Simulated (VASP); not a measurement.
# SrO (sol) (Fm-3m) in VASP: further runs, part 2 of 2

VASP 6.6.1.

## Step 4: Single point, PBEsol

The input, INCAR:

```
SYSTEM = SrO
ALGO = Normal ; EDIFF = 1E-6
ENCUT = 600 ; GGA = PS
GGA_COMPAT = .False. ; ISIF = 2
ISMEAR = 0 ; LASPH = .True.
LCHARG = .False. ; LREAL = .False.
LWAVE = .False. ; NBANDS = 15
NELM = 120 ; PREC = Accurate
SIGMA = 0.01
```

The input, KPOINTS:

```
k-points
0
Gamma
  6 6 6
  0 0 0
```

The input, POSCAR:

```
SrO
1.0
    0.0000000000      2.5612016552      2.5612016552
    2.5612016552      0.0000000000      2.5612016552
    2.5612016552      2.5612016552      0.0000000000
Sr O
1 1
Direct
    0.0000000000      0.0000000000      0.0000000000
    0.5000000000      0.5000000000      0.5000000000
```

Potentials or basis: VASP PAW PBE potentials, release 64 (Sr_sv, O).

Started as:

```console
$ cat potpaw_PBE.64/Sr_sv/POTCAR potpaw_PBE.64/O/POTCAR > POTCAR
$ mpirun -np 1 vasp_std > vasp.out
```

OUTCAR:

```text
SYSTEM = SrO
   EDIFF = 1E-6
   ENCUT = 600
   GGA = PS
   ISIF = 2
   ISMEAR = 0
   LASPH = .True.
   LREAL = .False.
   NELM = 120
   PREC = Accurate

 ion  position               nearest neighbor table
   1  0.000  0.000  0.000-   2 2.56   2 2.56   2 2.56   2 2.56   2 2.56   2 2.56
   2  0.500  0.500  0.500-   1 2.56   1 2.56   1 2.56   1 2.56   1 2.56   1 2.56

  LATTYP: Found a face centered cubic cell.
 ALAT       =     5.1224033104

  Lattice vectors:

 A1 = (   0.0000000000,   2.5612016552,   2.5612016552)
 A2 = (   2.5612016552,   0.0000000000,   2.5612016552)
 A3 = (   2.5612016552,   2.5612016552,   0.0000000000)

Analysis of symmetry for initial positions (statically):
=====================================================================
 Subroutine PRICEL returns:
 Original cell was already a primitive cell.

 Routine SETGRP: Setting up the symmetry group for a
 face centered cubic supercell.

 Subroutine GETGRP returns: Found 48 space group operations
 (whereof 48 operations were pure point group operations)
 out of a pool of 48 trial point group operations.

The static configuration has the point symmetry O_h .

Analysis of symmetry for dynamics (positions and initial velocities):
=====================================================================
 Subroutine PRICEL returns:
 Original cell was already a primitive cell.

 Routine SETGRP: Setting up the symmetry group for a
 face centered cubic supercell.

 Subroutine GETGRP returns: Found 48 space group operations
 (whereof 48 operations were pure point group operations)
 out of a pool of 48 trial point group operations.

The dynamic configuration has the point symmetry O_h .

 Subroutine INISYM returns: Found 48 space group operations
 (whereof 48 operations are pure point group operations),
 and found     1 'primitive' translations

----------------------------------------------------------------------------------------

                                     Primitive cell

  volume of cell :      33.6017

  direct lattice vectors                    reciprocal lattice vectors
     0.000000000  2.561201655  2.561201655    -0.195220864  0.195220864  0.195220864
     2.561201655  0.000000000  2.561201655     0.195220864 -0.195220864  0.195220864
     2.561201655  2.561201655  0.000000000     0.195220864  0.195220864 -0.195220864

  length of vectors
     3.622086117  3.622086117  3.622086117     0.338132455  0.338132455  0.338132455

  position of ions in fractional coordinates (direct lattice)
     0.000000000  0.000000000  0.000000000
     0.500000000  0.500000000  0.500000000

  ion indices of the primitive-cell ions
   primitive index   ion index
                 1           1
                 2           2

----------------------------------------------------------------------------------------

 KPOINTS: k-points

Automatic generation of k-mesh.
 Grid dimensions read from file:
 generate k-points for:    6    6    6

 Generating k-lattice:

  Cartesian coordinates                     Fractional coordinates (reciprocal lattice)
[... 32 lines left out ...]
 -0.333333  0.500000  0.166667     12.000000
   k-points           NKPTS =     16   k-points in BZ     NKDIM =     16   number of bands    NBANDS=     15
   number of dos      NEDOS =    301   number of ions     NIONS =      2
   total plane-waves  NPLWV =  27000
   dimension x,y,z NGX =    30 NGY =   30 NGZ =   30
   dimension x,y,z NGXF=    60 NGYF=   60 NGZF=   60
   ions per type =               1   1
   NGX,Y,Z   is equivalent  to a cutoff of  13.77, 13.77, 13.77 a.u.
   NGXF,Y,Z  is equivalent  to a cutoff of  27.54, 27.54, 27.54 a.u.
 SYSTEM =  SrO
   PREC   = accura    normal or accurate (medium, high low for compatibility)
   ISTART =      0    job   : 0-new  1-cont  2-samecut
   ICHARG =      2    charge: 1-file 2-atom 10-const
   ISPIN  =      1    spin polarized calculation?
   LNONCOLLINEAR =      F non collinear calculations
   LSORBIT =      F    spin-orbit coupling
   LASPH  =      T    aspherical Exc in radial PAW
   ENCUT  =  600.0 eV  44.10 Ry    6.64 a.u.   7.23  7.23  7.23*2*pi/ulx,y,z
   NELM   =    120;   NELMIN=  2; NELMDL= -5     # of ELM steps
   EDIFF  = 0.1E-05   stopping-criterion for ELM
   LREAL  =      F    real-space projection
   EDIFFG = 0.1E-04   stopping-criterion for IOM
   NSW    =      0    number of steps for IOM
   IBRION =     -1    ionic relax: 0-MD 1-quasi-New 2-CG
   NFREE  =      0    steps in history (QN), initial steepest desc. (CG)
   ISIF   =      2    stress and relaxation
   ISYM   =      2    0-nonsym 1-usesym 2-fastsym
   POTIM  = 0.5000    time-step for ionic-motion
   TEBEG  =    0.0;   TEEND  =   0.0 temperature during run
   PSTRESS=    0.0 pullay stress
   NELECT =      16.0000    total number of electrons
   NUPDOWN=      -1.0000    fix difference up-down
   EMIN   =  10.00;   EMAX   =-10.00  energy-range for DOS
   EFERMI =   0.00;   METHOD = LEGACY
   ISMEAR =     0;   SIGMA  =   0.01  broadening in eV -4-tet -1-fermi 0-gaus
   EFERMI_NEDOS =   21; number of points for ismear=-14 and -15
   IALGO  =     38    algorithm
   IMIX   =      4    mixing-type and parameters
     AMIX     =   0.40;   BMIX     =  1.00
     AMIX_MAG =   1.60;   BMIX_MAG =  1.00
  volume/ion in A,a.u.               =      16.80       113.38
  Fermi-wavevector in a.u.,A,eV,Ry     =   1.278383  2.415794 22.235506  1.634264
  Thomas-Fermi vector in A             =   2.410929
   LORBIT       =      0    0 simple, 1 ext, 2 COOP (PROOUT), +10 PAW based schemes
   GGA     = PS    functional components
   LHFCALC =     F    Hartree Fock is set to
   AEXX    =    0.0000 exact exchange contribution
   IVDW    =     0    specifies the selected vdW correction
   LEPSILON=     F    determine dielectric tensor
   LRPA    =     F    only Hartree local field effects (RPA)
 non-spin polarized calculation
 Gauss-broadening in eV      SIGMA  =   0.01
  energy-cutoff  :      600.00
  volume of cell :       33.60
 maximum number of plane-waves:      1139
 NGX is ok and might be reduce to    30
   NGX = 15   NGY = 15   NGZ = 15

 number of electron      15.9999997 magnetization

 Free energy of the ion-electron system (eV)
  ---------------------------------------------------
  ext. energy  EPLUGINS =         0.00000000
  ---------------------------------------------------
  free energy    TOTEN  =       -12.64043322 eV

  energy without entropy =      -12.64043322  energy(sigma->0) =      -12.64043322

 E-fermi :   1.7120     XC(G=0): -10.3321

 val. band max:        1.5420022651   @ k =   0.0000   0.0000   0.0000
 cond. band min:       4.6896631949   @ k =   0.5000   0.5000   0.0000
 fundamental gap:      3.1476609298
 Fermi energy:         1.7119875135

 k-point     1 :       0.0000    0.0000    0.0000
  band No.  band energies     occupation
      1     -30.6553      2.00000
      2     -13.4703      2.00000
      3     -12.2956      2.00000
      4     -12.2956      2.00000
      5     -12.2956      2.00000
      6       1.5420      2.00000
      7       1.5420      2.00000
      8       1.5420      2.00000
      9       5.4462      0.00000
     10       7.7286      0.00000
     11       7.7286      0.00000
     12       7.7286      0.00000
     13       9.9498      0.00000
     14       9.9498      0.00000
[... 257 lines left out ...]
      2     -14.0341      2.00000
      3     -13.1702      2.00000
      4     -12.8536      2.00000
      5     -11.9041      2.00000
      6       0.6313      2.00000
      7       1.0905      2.00000
      8       1.2048      2.00000
      9       6.1096      0.00000
     10       9.1042      0.00000
     11      10.0693      0.00000
     12      12.6654      0.00000
     13      12.8076      0.00000
     14      14.5286      0.00000
     15      15.0996      0.00000

------------------------ aborting loop because EDIFF is reached ----------------------------------------

  FORCE on cell =-STRESS in cart. coord.  units (eV):
  Direction    XX          YY          ZZ          XY          YZ          ZX
  --------------------------------------------------------------------------------------
  -------------------------------------------------------------------------------------
  Total        0.1179071      0.1179071      0.1179071     -0.0000000     -0.0000000     -0.0000000
  in kB        5.6219794      5.6219794      5.6219794     -0.0000000     -0.0000000     -0.0000000
  external PRESSURE =       5.6219794 kB  Pullay stress =       0.0000000 kB

 VOLUME and BASIS-vectors are now :
 -----------------------------------------------------------------------------
  energy-cutoff  :      600.00
  volume of cell :       33.60
      direct lattice vectors                 reciprocal lattice vectors
     0.000000000  2.561201655  2.561201655    -0.195220864  0.195220864  0.195220864
     2.561201655  0.000000000  2.561201655     0.195220864 -0.195220864  0.195220864
     2.561201655  2.561201655  0.000000000     0.195220864  0.195220864 -0.195220864

 POSITION                                       TOTAL-FORCE (eV/Angst)
 -----------------------------------------------------------------------------------
      0.00000      0.00000      0.00000         0.000000      0.000000      0.000000
      2.56120      2.56120      2.56120         0.000000      0.000000      0.000000
 -----------------------------------------------------------------------------------
    total drift:                                0.000000      0.000000      0.000000

  FREE ENERGIE OF THE ION-ELECTRON SYSTEM (eV)
  ---------------------------------------------------
  free  energy   TOTEN  =       -12.6404332166 eV

  energy  without entropy=      -12.6404332166  energy(sigma->0) =      -12.64043322
```

stdout:

```text
POSCAR found type information on POSCAR SrO
 POSCAR found :  2 types and       2 ions
 scaLAPACK will be used
 -----------------------------------------------------------------------------
|                                                                             |
|                                                                             |
|     You enforced a specific xc type in the INCAR file but a different       |
|     I HOPE YOU KNOW WHAT YOU ARE DOING!                                     |
|                                                                             |
 -----------------------------------------------------------------------------

 LDA part: xc-table for (Slater+PW92), standard interpolation
 POSCAR, INCAR and KPOINTS ok, starting setup
 FFT: planning ... GRIDC
 FFT: planning ... GRID_SOFT
 FFT: planning ... GRID
 WAVECAR not read
 entering main loop
```

Wall time 13 s (1 thread of Intel Xeon Platinum 8124M at 3.00GHz (Skylake/Cascade Lake), shared host); peak memory 0.17 GiB.

Results:

- Free energy: -12.6404 eV
- Pressure: 0.6 GPa
- Band gap on the k mesh: 3.15 eV, indirect (least direct gap 3.23 eV)

Caveat: the PAW data sets were made with another functional, which shifts forces and pressure a little.

## Step 5: Relaxation of cell and atoms, PBEsol

This run uses another cell than the first one, of 17.17 Å³/atom, 1.022 times its volume.

The input, INCAR:

```
ALGO     = Normal         # electronic algorithm
EDIFF    = 1E-7           # SCF threshold, eV
EDIFFG   = -0.002         # ionic threshold
ENCUT    = 600            # plane-wave cutoff, eV
GGA      = PS             # functional
GGA_COMPAT= F            
IBRION   = 2              # ionic algorithm
ISIF     = 3              # what is computed and relaxed
ISMEAR   = 0              # smearing method
LASPH    = T              # aspherical terms in the spheres
LCHARG   = F              # write CHGCAR
LREAL    = F              # projectors in reciprocal space
LWAVE    = F              # write WAVECAR
NELM     = 120            # most SCF steps
NELMIN   = 4            
NSW      = 100            # ionic steps
PREC     = Accurate       # precision mode
SIGMA    = 0.02           # smearing width, eV
```

The input, KPOINTS:

```
k-points
0
Gamma
  6 6 6
```

The input, POSCAR:

```
SrO
1.0
    0.0000000000      2.5800000000      2.5800000000
    2.5800000000      0.0000000000      2.5800000000
    2.5800000000      2.5800000000      0.0000000000
Sr O
1 1
Direct
    0.0000000000      0.0000000000      0.0000000000
    0.5000000000      0.5000000000      0.5000000000
```

Started as:

```console
$ cat potpaw_PBE.64/Sr_sv/POTCAR potpaw_PBE.64/O/POTCAR > POTCAR
$ mpirun -np 1 vasp_std > vasp.out
```

It took 23 s on 1 thread of Intel Xeon Platinum 8124M at 3.00GHz (Skylake/Cascade Lake), shared host; peak memory 0.17 GiB.

Results (log left out):

- Free energy: -12.6416 eV
- Relaxed volume: 16.90 Å³/atom
- Relaxed cell: a = 3.629 Å, b = 3.629 Å, c = 3.629 Å, α = 60.00°, β = 60.00°, γ = 60.00°
- Space group after relaxing (to 0.05 Å): Fm-3m (No. 225)
- Energy gained by relaxing: 1.3 meV/atom
- Ionic steps: 3
- Pressure after relaxing: 0.0 GPa
- Band gap on the k mesh: 3.15 eV, indirect (least direct gap 3.24 eV)

Step by step:
```
step  energy change (eV)  largest force (eV/Å)  pressure (GPa)  volume (Å³)
   1              0.0000                0.0000           -1.45        34.35
   2             -0.0021                0.0000            0.61        33.58
   3             -0.0025                0.0000            0.00        33.80
```

Final structure:
```
CELL_PARAMETERS angstrom
0.00000 2.56614 2.56614
2.56614 0.00000 2.56614
2.56614 2.56614 0.00000
ATOMIC_POSITIONS crystal
Sr 0.00000 0.00000 0.00000
O 0.50000 0.50000 0.50000
```

Levels at points of the mesh, in eV from the valence-band top:
| k point | band 4 | band 5 | band 6 | band 7 | band 8 | band 9 | band 10 | band 11 | band 12 |
| --- | --- | --- | --- | --- | --- | --- | --- | --- | --- |
| (0.00, 0.00, 0.00) | -13.86 | -13.86 | 0.00 | 0.00 | 0.00 | 3.86 | 6.17 | 6.17 | 6.17 |
| (0.50, 0.00, 0.00) | -13.95 | -12.67 | -2.24 | -1.16 | -1.16 | 6.51 | 8.33 | 8.88 | 8.88 |
| (0.50, 0.50, 0.00) | -14.25 | -14.25 | -0.43 | -0.08 | -0.08 | 3.15 | 7.81 | 10.23 | 10.27 |

Caveat: the PAW data sets were made with another functional, which shifts forces and pressure a little. A k mesh can miss the band edges.

## Step 6: Overview

```csv
task,cell,smearing,gap on the mesh (eV),pressure (GPa)
single point,"a = 3.622 Å, angles 60.0°, 2 atoms",gaussian 0.02 eV,3.15,0.6
single point,"a = 3.622 Å, angles 60.0°, 2 atoms",gaussian 0.01 eV,3.15,0.6
relaxation of cell and atoms,"relaxed from a = 3.649 Å, angles 60.0°, 2 atoms",gaussian 0.02 eV,3.15,0.0
```

Alike in all rows: level PBEsol; potentials or basis VASP PAW PBE potentials, release 64 (Sr_sv, O); no spin polarisation; k mesh 6 × 6 × 6; cutoff (eV) 600.

Caveats: the PAW data sets were made with another functional, which shifts forces and pressure a little.

Absolute energies hang on the potentials; compare differences alone.
